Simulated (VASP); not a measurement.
# Si7RuO16 (a cell with a defect): single point with PBE

Si7RuO16 (a cell with a defect):

```
Si Ru O
1.0
     0.00000    5.08139    7.09441
     5.08139    0.00000    7.09441
     5.08139    5.08139    0.00000
Si Ru O
7 1 16
Direct
  0.26022 0.24843 0.44978
  0.74824 0.74543 0.94963
  0.05675 0.68460 0.14622
  0.58631 0.16686 0.61922
  0.41013 0.84514 0.35752
  0.94383 0.30636 0.87806
  0.99506 0.00267 0.30752
  0.49918 0.51207 0.79596
  0.13400 0.21107 0.68293
  0.56629 0.75285 0.14848
  0.45523 0.33588 0.76717
  0.94933 0.86411 0.27158
  0.44572 0.24238 0.46240
  0.90268 0.75275 0.01151
  0.20476 0.85500 0.40376
  0.76067 0.30060 0.87198
  0.02917 0.15029 0.09137
  0.53298 0.68846 0.55325
  0.35407 0.07047 0.33059
  0.87084 0.53573 0.86596
  0.26892 0.66347 0.99399
  0.79794 0.14671 0.47388
  0.10436 0.47142 0.31303
  0.64303 0.94132 0.76282
```

| Item | Value |
| --- | --- |
| Program | VASP 6.6.1 |
| Task | single point |
| Functional | PBE |
| Potentials or basis | VASP PAW PBE potentials, release 64 (Si, Ru_pv, O) |
| Cutoff | 520 eV |
| k mesh | 1 × 1 × 1, shifted |
| Occupations | gaussian, width 0.01 eV |
| Spin | no spin polarisation |

```json
{
  "Pressure": "0.6 GPa",
  "Largest force": "0.040 eV/Å",
  "Band gap on the k mesh": "0.93 eV"
}
```

Forces on the atoms (eV/Å):
```
Si  -0.009 -0.026  0.005
Si  -0.030 -0.001 -0.001
Si  -0.005 -0.019 -0.011
Si   0.006 -0.011 -0.013
Si  -0.028  0.005  0.001
Si  -0.013  0.020  0.032
Si   0.003  0.012  0.000
Ru   0.025 -0.026  0.000
O    0.004 -0.004  0.004
O    0.013  0.012  0.019
O    0.002 -0.017 -0.014
O   -0.003 -0.003  0.028
O   -0.008  0.002 -0.018
O   -0.004  0.006 -0.010
O    0.002 -0.003 -0.007
O    0.003  0.023 -0.002
O    0.003  0.007 -0.002
O   -0.007  0.006  0.011
O    0.022  0.006  0.000
O    0.000 -0.002 -0.003
O    0.027  0.002 -0.016
O   -0.014 -0.008 -0.004
O    0.001  0.029 -0.007
O    0.013 -0.011  0.009
```

Stress tensor (GPa, compression positive):
```
 0.41 -0.48 -0.87
-0.48  0.71 -0.79
-0.87 -0.79  0.63
```

Levels at points of the mesh, in eV from the valence-band top:
```
           k point  band 66  band 67  band 68  band 69  band 70  band 71  band 72  band 73
(0.25, 0.25, 0.25)    -2.55    -2.38    -0.19    -0.01     0.95     1.10     1.57     3.66
```

It took 3.7 min on 1 thread of Intel(R) Xeon(R) Platinum 8488C (Sapphire Rapids), with other jobs on the host, peak memory 0.63 GiB.
